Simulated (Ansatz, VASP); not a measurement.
## One calculation of Y5N, two programs

INCAR

```
SYSTEM = Y5N
PREC = Accurate ; ENCUT = 520
EDIFF = 1E-6 ; ISMEAR = 0
SIGMA = 0.1 ; LREAL = .FALSE.
LASPH = .TRUE. ; NELM = 100
ALGO = Normal ; ISIF = 2
LWAVE = .FALSE. ; LCHARG = .TRUE.
GGA = PE ; LELF = .TRUE.
LVHAR = .TRUE. ; NBANDS = 39
```

KPOINTS

```
regular mesh
0
G
  4 4 4
  0 0 0
```

Contents of POSCAR:

```
Y5N
1.0
    0.0000000000      3.9672319500      3.9672319500
    3.9672319500      0.0000000000      3.9672319500
    3.9672319500      3.9672319500      0.0000000000
Y N
5 1
Direct
    0.1250000000      0.6250000000      0.6250000000
    0.6250000000      0.6250000000      0.6250000000
    0.6250000000      0.1250000000      0.6250000000
    0.6250000000      0.6250000000      0.1250000000
    0.2500000000      0.2500000000      0.2500000000
    0.0000000000      0.0000000000      0.0000000000
```

Input for Ansatz:

```yaml
crystal:
  lattice:
    - [0.0, 3.96723195, 3.96723195]
    - [3.96723195, 0.0, 3.96723195]
    - [3.96723195, 3.96723195, 0.0]
  atoms:
    - { symbol: "Y", position: [0.125, 0.625, 0.625] }
    - { symbol: "Y", position: [0.625, 0.625, 0.625] }
    - { symbol: "Y", position: [0.625, 0.125, 0.625] }
    - { symbol: "Y", position: [0.625, 0.625, 0.125] }
    - { symbol: "Y", position: [0.25, 0.25, 0.25] }
    - { symbol: "N", position: [0.0, 0.0, 0.0] }
basis:
  ecutwfc: 420
kpoints:
  mp_grid: { grid: [4, 4, 4] }
hamiltonian:
  xc: pbe
scf:
  occupations: { method: gaussian, width: 0.1 }
  lower_state_search: "off"
output:
  forces: true
  stress: true
  eigenvalues: true
```

Change from the starting cell: species swapped into the DyCu5 type (F-43m, No. 216).

Alike in both runs: task single point; functional PBE; k mesh 4 × 4 × 4; occupations gaussian, width 0.1 eV; no spin polarisation.

|  | VASP | Ansatz |
| --- | --- | --- |
| version | VASP 6.6.1 | Ansatz 0.2.0 |
| potentials or method | VASP PAW PBE potentials, release 64 (Y_sv, N), cutoff 520 eV | scalar-relativistic, plane waves, PAW |
| valence electrons in the cell | 60 | 60 |

|  | VASP | Ansatz | Ansatz less VASP |
| --- | --- | --- | --- |
| gap on the k mesh at the Fermi level (eV) | none | none | - |
| pressure (GPa) | 21.3 | 21.3 | +0.03 |

A gap of «none» marks a metal or a gap that the smearing closes. The functional is the same, so the differences come from potentials, cutoffs and numerics.
